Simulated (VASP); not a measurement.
Fe2O3: single point with PBE+U

Crystal: Fe2O3.

```xyz
10
Lattice="2.5190 1.4543 4.5907 -2.5190 1.4543 4.5907 0.0000 -2.9087 4.5907" Properties=species:S:1:pos:R:3 pbc="T T T"
Fe    0.0000    0.0000    4.8932
Fe    0.0000    0.0000    1.9928
Fe    0.0000    0.0000    8.8788
Fe    0.0000    0.0000   11.7792
O    -0.9779    1.4543    8.0337
O    -0.7706   -1.5740    8.0337
O     1.7484    0.1197    8.0337
O     0.9779   -1.4543    5.7383
O     0.7706    1.5740    5.7383
O    -1.7484   -0.1197    5.7383
```

- Program: VASP 6.6.1
- Task: single point
- Functional: PBE
- Potentials or basis: VASP PAW PBE potentials, release 64 (Fe_sv, O)
- Cutoff: 700 eV
- k mesh: 5 × 5 × 5
- Occupations: fermi-dirac, width 0.05 eV
- Spin: no spin polarisation
- Hubbard terms: Fe d U = 4.0 eV
- Dipole correction: no
- Further INCAR settings: ALGO = Normal; EDIFF = 1e-06; NBANDS = 61

```
Pressure               : -23.5 GPa
Largest force          : 0.825 eV/Å
Band gap on the k mesh : 0.02 eV (least direct gap 0.07 eV)
```

Forces on the atoms (eV/Å):
```
Fe   0.000  0.000 -0.825
Fe   0.000  0.000  0.825
Fe   0.000  0.000  0.825
Fe   0.000  0.000 -0.825
O    0.277  0.000  0.000
O   -0.138  0.240  0.000
O   -0.138 -0.240  0.000
O   -0.277  0.000  0.000
O    0.138 -0.240  0.000
O    0.138  0.240  0.000
```

Stress tensor (GPa, compression positive):
```
-23.82   0.00   0.00
  0.00 -23.82   0.00
  0.00   0.00 -22.97
```

Levels at points of the mesh, in eV from the valence-band top:
| k point | band 47 | band 48 | band 49 | band 50 | band 51 | band 52 | band 53 | band 54 |
| --- | --- | --- | --- | --- | --- | --- | --- | --- |
| (0.00, 0.00, 0.00) | -0.73 | -0.40 | -0.09 | -0.09 | 0.22 | 0.53 | 2.18 | 2.18 |

Eigenvalues of the final occupation matrices:
| site | spin | trace | eigenvalues |
| --- | --- | --- | --- |
| site 1 d | 1 | 2.74 | 0.21 0.21 0.57 0.87 0.87 |
| site 1 d | 2 | 2.74 | 0.21 0.21 0.57 0.87 0.87 |
| site 2 d | 1 | 2.74 | 0.21 0.21 0.57 0.87 0.87 |
| site 2 d | 2 | 2.74 | 0.21 0.21 0.57 0.87 0.87 |
| site 3 d | 1 | 2.74 | 0.21 0.21 0.57 0.87 0.87 |
| site 3 d | 2 | 2.74 | 0.21 0.21 0.57 0.87 0.87 |
| site 4 d | 1 | 2.74 | 0.21 0.21 0.57 0.87 0.87 |
| site 4 d | 2 | 2.74 | 0.21 0.21 0.57 0.87 0.87 |

Run time: 4.9 min on 1 thread of Intel(R) Xeon(R) Platinum 8488C (Sapphire Rapids), on a shared host, peak memory 0.4 GiB.

Caveat: the cell stands under tension; the smearing spreads over this small gap; semilocal functionals underestimate gaps, and a narrow one can read as zero; the run has no spin polarisation, though such a crystal can be magnetic. Spin polarisation is off, so any magnetic state and its effect on volume and gap are missing.
